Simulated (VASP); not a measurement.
# KW4 (Pm-3m) in VASP: single point with PBE

Aim: the single point of KW4 with PBE.

Program: VASP 6.6.1. These are calculated values, not measurements. Logs are shortened: lines on timing, memory, paths and dates and some standing lists are left out, and cuts for length are marked.

### Step 1. The cell of the first run

Symmetry: Pm-3m, No. 221, cubic system. The conventional cell has a = 4.726 Å, b = 4.726 Å, c = 4.726 Å, α = 90.00°, β = 90.00°, γ = 90.00°. K (site symmetry m-3m) has 6 W at 2.36 Å within 3.1 Å. W (site symmetry 4/mmm) has 2 K at 2.36 Å within 3.1 Å. Within 4.4 Å of W (site symmetry m-3m) lie 12 W at 3.34 Å and 8 K at 4.09 Å.

The cell was built from a structure type or drawn by symmetry, and may not be a known phase.

### Step 2. Single point, PBE

Input file INCAR:

```
PREC = Accurate
ENCUT = 520
EDIFF = 1E-6
ISMEAR = 0
SIGMA = 0.1
LREAL = F
LASPH = T
NELM = 100
ALGO = Normal
ISIF = 2
LWAVE = F
LCHARG = F
GGA = PE
NBANDS = 40
```

Input file KPOINTS:

```
regular mesh
0
Gamma
  4 4 4
```

Input file POSCAR:

```
KW4
1.0
    4.7257909900      0.0000000000      0.0000000000
    0.0000000000      4.7257909900      0.0000000000
    0.0000000000      0.0000000000      4.7257909900
K W
1 4
Direct
    0.5000000000      0.5000000000      0.5000000000
    0.0000000000      0.5000000000      0.5000000000
    0.5000000000      0.0000000000      0.5000000000
    0.5000000000      0.5000000000      0.0000000000
    0.0000000000      0.0000000000      0.0000000000
```

Potentials or basis: VASP PAW PBE potentials, release 64 (K_sv, W_sv).

On the command line:

```console
cat potpaw_PBE.64/K_sv/POTCAR potpaw_PBE.64/W_sv/POTCAR > POTCAR
mpirun -np 1 vasp_std > vasp.out
```

OUTCAR:

```text
PREC = Accurate
   ENCUT = 520
   EDIFF = 1E-6
   ISMEAR = 0
   LREAL = F
   LASPH = T
   NELM = 100
   ISIF = 2
   GGA = PE

 ion  position               nearest neighbor table
   1  0.500  0.500  0.500-   2 2.36   3 2.36   4 2.36   4 2.36   3 2.36   2 2.36
   2  0.000  0.500  0.500-   1 2.36   1 2.36   4 3.34   5 3.34   4 3.34   5 3.34   3 3.34   5 3.34
                             5 3.34   3 3.34   3 3.34   4 3.34   4 3.34   3 3.34
   3  0.500  0.000  0.500-   1 2.36   1 2.36   4 3.34   5 3.34   4 3.34   5 3.34   2 3.34   2 3.34
                             4 3.34   4 3.34   2 3.34   5 3.34   5 3.34   2 3.34
   4  0.500  0.500  0.000-   1 2.36   1 2.36   3 3.34   5 3.34   2 3.34   2 3.34   3 3.34   3 3.34
                             5 3.34   3 3.34   2 3.34   5 3.34   2 3.34   5 3.34
   5  0.000  0.000  0.000-   2 3.34   3 3.34   4 3.34   2 3.34   3 3.34   2 3.34   4 3.34   2 3.34
                             3 3.34   4 3.34   3 3.34   4 3.34

  LATTYP: Found a simple cubic cell.
 ALAT       =     4.7257909900

  Lattice vectors:

 A1 = (   4.7257909900,   0.0000000000,   0.0000000000)
 A2 = (   0.0000000000,   4.7257909900,   0.0000000000)
 A3 = (   0.0000000000,   0.0000000000,   4.7257909900)

Analysis of symmetry for initial positions (statically):
=====================================================================
 Subroutine PRICEL returns:
 Original cell was already a primitive cell.

 Routine SETGRP: Setting up the symmetry group for a
 simple cubic supercell.

 Subroutine GETGRP returns: Found 48 space group operations
 (whereof 48 operations were pure point group operations)
 out of a pool of 48 trial point group operations.

The static configuration has the point symmetry O_h .

Analysis of symmetry for dynamics (positions and initial velocities):
=====================================================================
 Subroutine PRICEL returns:
 Original cell was already a primitive cell.

 Routine SETGRP: Setting up the symmetry group for a
 simple cubic supercell.

 Subroutine GETGRP returns: Found 48 space group operations
 (whereof 48 operations were pure point group operations)
 out of a pool of 48 trial point group operations.

The dynamic configuration has the point symmetry O_h .

 Subroutine INISYM returns: Found 48 space group operations
 (whereof 48 operations are pure point group operations),
 and found     1 'primitive' translations

----------------------------------------------------------------------------------------

                                     Primitive cell

  volume of cell :     105.5416

  direct lattice vectors                    reciprocal lattice vectors
     4.725790990  0.000000000  0.000000000     0.211604788  0.000000000  0.000000000
     0.000000000  4.725790990  0.000000000     0.000000000  0.211604788  0.000000000
     0.000000000  0.000000000  4.725790990     0.000000000  0.000000000  0.211604788

  length of vectors
     4.725790990  4.725790990  4.725790990     0.211604788  0.211604788  0.211604788

  position of ions in fractional coordinates (direct lattice)
     0.500000000  0.500000000  0.500000000
     0.000000000  0.500000000  0.500000000
     0.500000000  0.000000000  0.500000000
     0.500000000  0.500000000  0.000000000
     0.000000000  0.000000000  0.000000000

  ion indices of the primitive-cell ions
   primitive index   ion index
                 1           1
                 2           2
                 3           3
                 4           4
                 5           5

----------------------------------------------------------------------------------------

 KPOINTS: regular mesh

Automatic generation of k-mesh.
 Grid dimensions read from file:
 generate k-points for:    4    4    4

 Generating k-lattice:

  Cartesian coordinates                     Fractional coordinates (reciprocal lattice)
     0.052901197  0.000000000  0.000000000     0.250000000  0.000000000  0.000000000
     0.000000000  0.052901197  0.000000000     0.000000000  0.250000000  0.000000000
     0.000000000  0.000000000  0.052901197     0.000000000  0.000000000  0.250000000

  Length of vectors
     0.052901197  0.052901197  0.052901197

  Shift w.r.t. Gamma in fractional coordinates (k-lattice)
     0.000000000  0.000000000  0.000000000

 Subroutine IBZKPT returns following result:
 ===========================================

 Found     10 irreducible k-points:

 Following reciprocal coordinates:
            Coordinates               Weight
  0.000000  0.000000  0.000000      1.000000
  0.250000  0.000000  0.000000      6.000000
  0.500000  0.000000  0.000000      3.000000
  0.250000  0.250000  0.000000     12.000000
  0.500000  0.250000  0.000000     12.000000
  0.500000  0.500000  0.000000      3.000000
  0.250000  0.250000  0.250000      8.000000
  0.500000  0.250000  0.250000     12.000000
  0.500000  0.500000  0.250000      6.000000
  0.500000  0.500000  0.500000      1.000000
   k-points           NKPTS =     10   k-points in BZ     NKDIM =     10   number of bands    NBANDS=     40
   number of dos      NEDOS =    301   number of ions     NIONS =      5
   total plane-waves  NPLWV =  46656
   dimension x,y,z NGX =    36 NGY =   36 NGZ =   36
   dimension x,y,z NGXF=    72 NGYF=   72 NGZF=   72
   ions per type =               1   4
   NGX,Y,Z   is equivalent  to a cutoff of  12.66, 12.66, 12.66 a.u.
   NGXF,Y,Z  is equivalent  to a cutoff of  25.33, 25.33, 25.33 a.u.
 SYSTEM =  unknown system
   PREC   = accura    normal or accurate (medium, high low for compatibility)
   ISTART =      0    job   : 0-new  1-cont  2-samecut
   ICHARG =      2    charge: 1-file 2-atom 10-const
   ISPIN  =      1    spin polarized calculation?
   LNONCOLLINEAR =      F non collinear calculations
   LSORBIT =      F    spin-orbit coupling
   LASPH  =      T    aspherical Exc in radial PAW
   ENCUT  =  520.0 eV  38.22 Ry    6.18 a.u.   8.79  8.79  8.79*2*pi/ulx,y,z
   NELM   =    100;   NELMIN=  2; NELMDL= -5     # of ELM steps
   EDIFF  = 0.1E-05   stopping-criterion for ELM
   LREAL  =      F    real-space projection
   EDIFFG = 0.1E-04   stopping-criterion for IOM
   NSW    =      0    number of steps for IOM
   IBRION =     -1    ionic relax: 0-MD 1-quasi-New 2-CG
   NFREE  =      0    steps in history (QN), initial steepest desc. (CG)
   ISIF   =      2    stress and relaxation
   ISYM   =      2    0-nonsym 1-usesym 2-fastsym
   POTIM  = 0.5000    time-step for ionic-motion
   TEBEG  =    0.0;   TEEND  =   0.0 temperature during run
   PSTRESS=    0.0 pullay stress
   NELECT =      65.0000    total number of electrons
   NUPDOWN=      -1.0000    fix difference up-down
   EMIN   =  10.00;   EMAX   =-10.00  energy-range for DOS
   EFERMI =   0.00;   METHOD = LEGACY
   ISMEAR =     0;   SIGMA  =   0.10  broadening in eV -4-tet -1-fermi 0-gaus
   EFERMI_NEDOS =   21; number of points for ismear=-14 and -15
   IALGO  =     38    algorithm
   IMIX   =      4    mixing-type and parameters
     AMIX     =   0.40;   BMIX     =  1.00
     AMIX_MAG =   1.60;   BMIX_MAG =  1.00
  volume/ion in A,a.u.               =      21.11       142.45
  Fermi-wavevector in a.u.,A,eV,Ry     =   1.392851  2.632107 26.395778  1.940035
  Thomas-Fermi vector in A             =   2.516554
   LORBIT       =      0    0 simple, 1 ext, 2 COOP (PROOUT), +10 PAW based schemes
   GGA     = PE    functional components
   LHFCALC =     F    Hartree Fock is set to
   AEXX    =    0.0000 exact exchange contribution
   IVDW    =     0    specifies the selected vdW correction
   LEPSILON=     F    determine dielectric tensor
   LRPA    =     F    only Hartree local field effects (RPA)
 non-spin polarized calculation
 Gauss-broadening in eV      SIGMA  =   0.10
  energy-cutoff  :      520.00
  volume of cell :      105.54
 maximum number of plane-waves:      2897
 NGX is ok and might be reduce to    36
   NGX = 17   NGY = 17   NGZ = 17

 number of electron      65.0000005 magnetization

 Free energy of the ion-electron system (eV)
  ---------------------------------------------------
  ext. energy  EPLUGINS =         0.00000000
  ---------------------------------------------------
  free energy    TOTEN  =       -33.08068333 eV

  energy without entropy =      -33.04749039  energy(sigma->0) =      -33.06408686

 E-fermi :   6.4223     XC(G=0): -11.5972

 val. band max:        6.3280754906   @ k =   0.5000   0.2500   0.2500
 cond. band min:       6.4446976194   @ k =   0.2500   0.2500   0.0000
 fundamental gap:      0.1166221288
 Fermi energy:         6.4222919088

 k-point     1 :       0.0000    0.0000    0.0000
  band No.  band energies     occupation
      1     -68.1822      2.00000
      2     -67.9930      2.00000
      3     -67.9798      2.00000
      4     -67.9798      2.00000
      5     -32.5603      2.00000
      6     -32.5603      2.00000
[... 32 lines left out ...]
     39       8.6351      0.00000
     40       8.6351      0.00000

 k-point     2 :       0.2500    0.0000    0.0000
  band No.  band energies     occupation
      1     -68.1821      2.00000
      2     -67.9913      2.00000
      3     -67.9815      2.00000
      4     -67.9798      2.00000
      5     -32.5830      2.00000
      6     -32.5566      2.00000
[... 32 lines left out ...]
     39       8.1422      0.00000
     40       8.2806      0.00000

 k-point     3 :       0.5000    0.0000    0.0000
  band No.  band energies     occupation
      1     -68.1820      2.00000
      2     -67.9887      2.00000
      3     -67.9843      2.00000
      4     -67.9798      2.00000
      5     -32.6060      2.00000
      6     -32.5529      2.00000
[... 251 lines left out ...]
  band No.  band energies     occupation
      1     -68.1820      2.00000
      2     -67.9843      2.00000
      3     -67.9843      2.00000
      4     -67.9843      2.00000
      5     -32.8530      2.00000
      6     -32.4798      2.00000
[... 32 lines left out ...]
     39       8.4834      0.00000
     40       8.4834      0.00000

 k-point    10 :       0.5000    0.5000    0.5000
  band No.  band energies     occupation
      1     -68.1820      2.00000
      2     -67.9843      2.00000
      3     -67.9843      2.00000
      4     -67.9843      2.00000
      5     -32.9168      2.00000
      6     -32.4368      2.00000
[... 32 lines left out ...]
     39       8.8400      0.00000
     40       8.8405      0.00000

------------------------ aborting loop because EDIFF is reached ----------------------------------------

  FORCE on cell =-STRESS in cart. coord.  units (eV):
  Direction    XX          YY          ZZ          XY          YZ          ZX
  --------------------------------------------------------------------------------------
  -------------------------------------------------------------------------------------
  Total      -12.5327135    -12.5327135    -12.5327135     -0.0000000      0.0000000     -0.0000000
  in kB     -190.2532844   -190.2532844   -190.2532844     -0.0000000      0.0000000     -0.0000000
  external PRESSURE =    -190.2532844 kB  Pullay stress =       0.0000000 kB

 VOLUME and BASIS-vectors are now :
 -----------------------------------------------------------------------------
  energy-cutoff  :      520.00
  volume of cell :      105.54
      direct lattice vectors                 reciprocal lattice vectors
     4.725790990  0.000000000  0.000000000     0.211604788  0.000000000  0.000000000
     0.000000000  4.725790990  0.000000000     0.000000000  0.211604788  0.000000000
     0.000000000  0.000000000  4.725790990     0.000000000  0.000000000  0.211604788

 POSITION                                       TOTAL-FORCE (eV/Angst)
 -----------------------------------------------------------------------------------
      2.36290      2.36290      2.36290         0.000000      0.000000      0.000000
      0.00000      2.36290      2.36290         0.000000      0.000000      0.000000
      2.36290      0.00000      2.36290         0.000000      0.000000      0.000000
      2.36290      2.36290      0.00000         0.000000      0.000000      0.000000
      0.00000      0.00000      0.00000         0.000000      0.000000      0.000000
 -----------------------------------------------------------------------------------
    total drift:                                0.000000      0.000000      0.000000

  FREE ENERGIE OF THE ION-ELECTRON SYSTEM (eV)
  ---------------------------------------------------
  free  energy   TOTEN  =       -33.0806833275 eV

  energy  without entropy=      -33.0474903914  energy(sigma->0) =      -33.06408686
```

Run time: 78 s. Hardware: 1 thread of Intel Xeon 8259CL, shared host; peak memory 0.21 GiB.

Results:

```
Free energy            : -33.0807 eV
Pressure               : -19.0 GPa
Band gap on the k mesh : zero (an odd number of electrons rules out a gap without spin polarisation)
```

Caveat: the cell stands under tension; spin-orbit coupling is left out, which moves the levels of the heavy elements.
